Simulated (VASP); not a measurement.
# Sc (P6_3/mmc) in VASP: vibrations by perturbation theory with PBEsol

Aim: the vibrations by perturbation theory of Sc with PBEsol.

All numbers are computed with VASP 6.6.1; they aren't measurements. Logs are shortened: lines on timing, memory, paths and dates and some standing lists are left out, and cuts for length are marked.

## 1. The cell of the first run

The structure is hexagonal, space group P6_3/mmc (No. 194). The conventional cell has a = 3.298 Å, b = 3.298 Å, c = 5.131 Å, α = 90.00°, β = 90.00°, γ = 120.00°. Within 4.2 Å of Sc (site symmetry -6m2) lie 12 Sc at 3.19 to 3.30 Å.

## 2. Vibrations by perturbation theory, PBEsol (volume scaled by 1.020)

File INCAR:

```
  ALGO = Normal
  EDIFF = 1E-8
  ENCUT = 520
  GGA = PS
  IBRION = 8
  ISIF = 2
  ISMEAR = -1
  LASPH = T
  LCHARG = F
  LREAL = F
  LWAVE = F
  NELM = 80
  NSW = 1
  PREC = Accurate
  SIGMA = 0.08
```

File KPOINTS:

```
k-points
0
Gamma
  14 14 8
```

File POSCAR:

```
Sc
1.0
    3.2977455712      0.0000000000      0.0000000000
   -1.6488727856      2.8559314399      0.0000000000
    0.0000000000      0.0000000000      5.1307459929
Sc
2
Direct
    0.3333333333      0.6666666667      0.2500000000
    0.6666666667      0.3333333333      0.7500000000
```

Potentials or basis: VASP PAW PBE potentials, release 64 (Sc_sv).

Launch:

```sh
> cat potpaw_PBE.64/Sc_sv/POTCAR > POTCAR
> mpirun -np 1 vasp_std > vasp.out
```

OUTCAR:

```text
EDIFF = 1E-8
   ENCUT = 520
   GGA = PS
   IBRION = 8
   ISIF = 2
   ISMEAR = -1
   LASPH = T
   LREAL = F
   NELM = 80
   NSW = 1
   PREC = Accurate

 ion  position               nearest neighbor table
   1  0.333  0.667  0.250-   2 3.19   2 3.19   2 3.19   2 3.19   2 3.19   2 3.19
   2  0.667  0.333  0.750-   1 3.19   1 3.19   1 3.19   1 3.19   1 3.19   1 3.19

  LATTYP: Found a hexagonal cell.
 ALAT       =     3.2977455712
 C/A-ratio  =     1.5558343972

  Lattice vectors:

 A1 = (   3.2977455712,   0.0000000000,   0.0000000000)
 A2 = (  -1.6488727856,   2.8559314399,   0.0000000000)
 A3 = (   0.0000000000,   0.0000000000,   5.1307459929)

Analysis of symmetry for initial positions (statically):
=====================================================================
 Subroutine PRICEL returns:
 Original cell was already a primitive cell.

 Routine SETGRP: Setting up the symmetry group for a
 hexagonal supercell.

 Subroutine GETGRP returns: Found 24 space group operations
 (whereof 12 operations were pure point group operations)
 out of a pool of 24 trial point group operations.

The static configuration has the point symmetry D_3d.
 The point group associated with its full space group is D_6h.

Analysis of symmetry for dynamics (positions and initial velocities):
=====================================================================
 Subroutine PRICEL returns:
 Original cell was already a primitive cell.

 Routine SETGRP: Setting up the symmetry group for a
 hexagonal supercell.

 Subroutine GETGRP returns: Found 24 space group operations
 (whereof 12 operations were pure point group operations)
 out of a pool of 24 trial point group operations.

The dynamic configuration has the point symmetry D_3d.
 The point group associated with its full space group is D_6h.

 Subroutine INISYM returns: Found 24 space group operations
 (whereof 12 operations are pure point group operations),
 and found     1 'primitive' translations

----------------------------------------------------------------------------------------

                                     Primitive cell

  volume of cell :      48.3221

  direct lattice vectors                    reciprocal lattice vectors
     3.297745571  0.000000000  0.000000000     0.303237463  0.175074231  0.000000000
    -1.648872786  2.855931440  0.000000000     0.000000000  0.350148462  0.000000000
     0.000000000  0.000000000  5.130745993     0.000000000  0.000000000  0.194903431

  length of vectors
     3.297745571  3.297745571  5.130745993     0.350148462  0.350148462  0.194903431

  position of ions in fractional coordinates (direct lattice)
     0.333333333  0.666666667  0.250000000
     0.666666667  0.333333333  0.750000000

  ion indices of the primitive-cell ions
   primitive index   ion index
                 1           1
                 2           2

----------------------------------------------------------------------------------------

 KPOINTS: k-points

Automatic generation of k-mesh.
 Grid dimensions read from file:
 generate k-points for:   14   14    8

 Generating k-lattice:

  Cartesian coordinates                     Fractional coordinates (reciprocal lattice)
     0.021659819  0.012505302  0.000000000     0.071428571  0.000000000  0.000000000
     0.000000000  0.025010604  0.000000000     0.000000000  0.071428571  0.000000000
     0.000000000  0.000000000  0.024362929     0.000000000  0.000000000  0.125000000

  Length of vectors
     0.025010604  0.025010604  0.024362929

  Shift w.r.t. Gamma in fractional coordinates (k-lattice)
     0.000000000  0.000000000  0.000000000

 Subroutine IBZKPT returns following result:
 ===========================================

 Found    120 irreducible k-points:

 Following reciprocal coordinates:
            Coordinates               Weight
  0.000000  0.000000  0.000000      1.000000
  0.071429 -0.000000  0.000000      6.000000
  0.142857  0.000000  0.000000      6.000000
  0.214286 -0.000000  0.000000      6.000000
  0.285714  0.000000  0.000000      6.000000
  0.357143 -0.000000  0.000000      6.000000
[... 16 lines left out ...]
  0.285714  0.285714  0.000000      6.000000
  0.357143  0.285714  0.000000      6.000000
 [... further k-points ...]
   k-points           NKPTS =    120   k-points in BZ     NKDIM =    120   number of bands    NBANDS=     15
   number of dos      NEDOS =    301   number of ions     NIONS =      2
[... 23 lines left out ...]
   ISYM   =      2    0-nonsym 1-usesym 2-fastsym
   POTIM  = 0.5000    time-step for ionic-motion
   TEBEG  =    0.0;   TEEND  =   0.0 temperature during run
   PSTRESS=    0.0 pullay stress
   NELECT =      22.0000    total number of electrons
   NUPDOWN=      -1.0000    fix difference up-down
   EMIN   =  10.00;   EMAX   =-10.00  energy-range for DOS
   EFERMI =   0.00;   METHOD = LEGACY
   ISMEAR =    -1;   SIGMA  =   0.08  broadening in eV -4-tet -1-fermi 0-gaus
   EFERMI_NEDOS =   21; number of points for ismear=-14 and -15
   IALGO  =     38    algorithm
   IMIX   =      4    mixing-type and parameters
     AMIX     =   0.40;   BMIX     =  1.00
     AMIX_MAG =   1.60;   BMIX_MAG =  1.00
  volume/ion in A,a.u.               =      24.16       163.05
  Fermi-wavevector in a.u.,A,eV,Ry     =   1.259410  2.379940 21.580396  1.586114
  Thomas-Fermi vector in A             =   2.392971
   LORBIT       =      0    0 simple, 1 ext, 2 COOP (PROOUT), +10 PAW based schemes
   GGA     = PS    functional components
   LHFCALC =     F    Hartree Fock is set to
   AEXX    =    0.0000 exact exchange contribution
   IVDW    =     0    specifies the selected vdW correction
   LEPSILON=     F    determine dielectric tensor
   LRPA    =     F    only Hartree local field effects (RPA)
 non-spin polarized calculation
  energy-cutoff  :      520.00
  volume of cell :       48.32
 maximum number of plane-waves:      1316
 NGX is ok and might be reduce to    28
   NGX = 13   NGY = 13   NGZ = 19

--------------------------------------- Ionic step        1  -------------------------------------------

 number of electron      21.9999996 magnetization

 Free energy of the ion-electron system (eV)
  ---------------------------------------------------
  ext. energy  EPLUGINS =         0.00000000
  ---------------------------------------------------
  free energy    TOTEN  =       -13.24911325 eV

  energy without entropy =      -13.16813767  energy(sigma->0) =      -13.20862546

 E-fermi :   3.6880     XC(G=0): -10.0711

 val. band max:        3.6847100896   @ k =   0.2143  -0.0000   0.0000
 cond. band min:       3.6891187527   @ k =   0.3571   0.2857   0.5000
 fundamental gap:      0.0044086631
 Fermi energy:         3.6880480589

 k-point     1 :       0.0000    0.0000    0.0000
  band No.  band energies     occupation
      1     -45.4613      2.00000
      2     -45.3819      2.00000
      3     -24.4040      2.00000
      4     -24.0297      2.00000
      5     -24.0297      2.00000
      6     -23.9571      2.00000
      7     -23.9571      2.00000
      8     -23.9294      2.00000
      9      -1.4831      2.00000
     10       2.0206      2.00000
     11       4.3652      0.00042
     12       5.3018      0.00000
     13       5.3018      0.00000
     14       5.5750      0.00000
[... 401 lines left out ...]
      2     -45.3785      2.00000
      3     -24.2681      2.00000
      4     -24.1901      2.00000
      5     -24.1891      2.00000
      6     -24.1424      2.00000
      7     -24.1042      2.00000
      8     -24.1001      2.00000
      9       2.8154      1.99996
     10       3.0222      1.99951
     11       3.1202      1.99835
     12       3.1614      1.99724
     13       4.7073      0.00001
     14       4.7699      0.00000
     15       5.8268      0.00000

 [... further k-points ...]
[... 5 lines left out ...]
  --------------------------------------------------------------------------------------
  -------------------------------------------------------------------------------------
  Total       -0.3317829     -0.3317829     -0.3161804      0.0000000      0.0000000     -0.0000000
  in kB      -11.0006695    -11.0006695    -10.4833498      0.0000000      0.0000000     -0.0000000
  external PRESSURE =     -10.8282296 kB  Pullay stress =       0.0000000 kB

 VOLUME and BASIS-vectors are now :
 -----------------------------------------------------------------------------
  energy-cutoff  :      520.00
  volume of cell :       48.32
      direct lattice vectors                 reciprocal lattice vectors
     3.297745571  0.000000000  0.000000000     0.303237463  0.175074231  0.000000000
    -1.648872786  2.855931440  0.000000000     0.000000000  0.350148462  0.000000000
     0.000000000  0.000000000  5.130745993     0.000000000  0.000000000  0.194903431

 POSITION                                       TOTAL-FORCE (eV/Angst)
 -----------------------------------------------------------------------------------
     -0.00000      1.90395      1.28269        -0.000000      0.000000      0.000000
      1.64887      0.95198      3.84806         0.000000     -0.000000      0.000000
 -----------------------------------------------------------------------------------
    total drift:                               -0.000000      0.000000     -0.000000

  FREE ENERGIE OF THE ION-ELECTRON SYSTEM (eV)
  ---------------------------------------------------
  free  energy   TOTEN  =       -13.2491132541 eV

  energy  without entropy=      -13.1681376675  energy(sigma->0) =      -13.20862546

[... ionic steps 2 to 3 ...]

--------------------------------------- Ionic step        4  -------------------------------------------

------------------------ aborting loop because EDIFF is reached ----------------------------------------

[... ionic steps 5 to 5 ...]

--------------------------------------- Ionic step        6  -------------------------------------------

 Free energy of the ion-electron system (eV)
  ---------------------------------------------------
  ---------------------------------------------------
  free energy    TOTEN  =        -0.80644699 eV

  energy without entropy =       -0.80644699

------------------------ aborting loop because EDIFF is reached ----------------------------------------

 INTERNAL STRAIN TENSOR  FOR ION    1  DIRECTION 3   (eV/Angst):
 -----------------------------------------------------------------------------
     0.00481 -0.00000  0.00000
    -0.00000  0.00481  0.00000
     0.00000  0.00000 -0.01665

 INTERNAL STRAIN TENSOR FOR ION    2 for displacements in x,y,z  (eV/Angst):
          X           Y           Z          XY          YZ          ZX
  --------------------------------------------------------------------------------
  x     0.00000     0.00000     0.00000     1.84672     0.00000     0.00000
  y     1.84672    -1.84672    -0.00000     0.00000     0.00000     0.00000
  z     0.00000     0.00000    -0.00000     0.00000     0.00000     0.00000

 SECOND DERIVATIVES (NOT SYMMETRIZED)
 ------------------------------------
               1X          1Y          1Z          2X          2Y          2Z
  1X    -1.495450   -0.000000    0.000000    1.495450    0.000000    0.000000
  1Y    -0.000000   -1.495450    0.000000    0.000000    1.495450    0.000000
  1Z     0.000000   -0.000000   -4.148741   -0.000000    0.000000    4.148741
  2X     1.495450    0.000000    0.000000   -1.495450   -0.000000    0.000000
  2Y     0.000000    1.495450    0.000000   -0.000000   -1.495450    0.000000
  2Z    -0.000000    0.000000    4.148741    0.000000   -0.000000   -4.148741

 Eigenvectors and eigenvalues of the dynamical matrix
 ----------------------------------------------------

   1 f  =    6.716299 THz    42.199753 2PiTHz  224.031629 cm-1    27.776369 meV
             X         Y         Z           dx          dy          dz
     -0.000000  1.903954  1.282686    -0.000000    0.000000    0.707107
      1.648873  0.951977  3.848059     0.000000   -0.000000   -0.707107
[... 11 lines left out ...]
   4 f  =    0.000000 THz     0.000000 2PiTHz    0.000002 cm-1     0.000000 meV
             X         Y         Z           dx          dy          dz
     -0.000000  1.903954  1.282686    -0.215121   -0.314922    0.595438
      1.648873  0.951977  3.848059    -0.215121   -0.314922    0.595438

   5 f/i=    0.000000 THz     0.000000 2PiTHz    0.000001 cm-1     0.000000 meV
             X         Y         Z           dx          dy          dz
     -0.000000  1.903954  1.282686     0.601633   -0.370931    0.021177
      1.648873  0.951977  3.848059     0.601633   -0.370931    0.021177

   6 f/i=    0.000000 THz     0.000000 2PiTHz    0.000002 cm-1     0.000000 meV
             X         Y         Z           dx          dy          dz
     -0.000000  1.903954  1.282686    -0.302921   -0.513064   -0.380795
      1.648873  0.951977  3.848059    -0.302921   -0.513064   -0.380795

--------------------------------------------------------------------------------------------------------

 ELASTIC MODULI CONTR FROM IONIC RELAXATION (kBar)
 Direction    XX          YY          ZZ          XY          YZ          ZX
 --------------------------------------------------------------------------------
 XX         -75.6125     75.6125      0.0000      0.0000      0.0000      0.0000
 YY          75.6125    -75.6125     -0.0000     -0.0000     -0.0000      0.0000
 ZZ           0.0000     -0.0000     -0.0000      0.0000      0.0000      0.0000
 XY           0.0000     -0.0000      0.0000    -75.6125     -0.0000      0.0000
 YZ           0.0000     -0.0000      0.0000     -0.0000     -0.0000      0.0000
 ZX           0.0000      0.0000      0.0000      0.0000      0.0000      0.0000
 --------------------------------------------------------------------------------
```

Run time: 15 min. Hardware: 1 thread of Intel Xeon 6975P-C, shared host; peak memory 0.76 GiB.

What came out:

```
Highest phonon frequency at Γ : 224 cm⁻¹
```

Phonon frequencies in cm⁻¹ (negative: imaginary):
| q point | frequencies |
| --- | --- |
| (0.000, 0.000, 0.000) | 0 0 0 135 135 224 |

Caveat: the cell wasn't relaxed at this level first, which shifts response properties; the PAW data sets were made with another functional, which shifts forces and pressure a little.
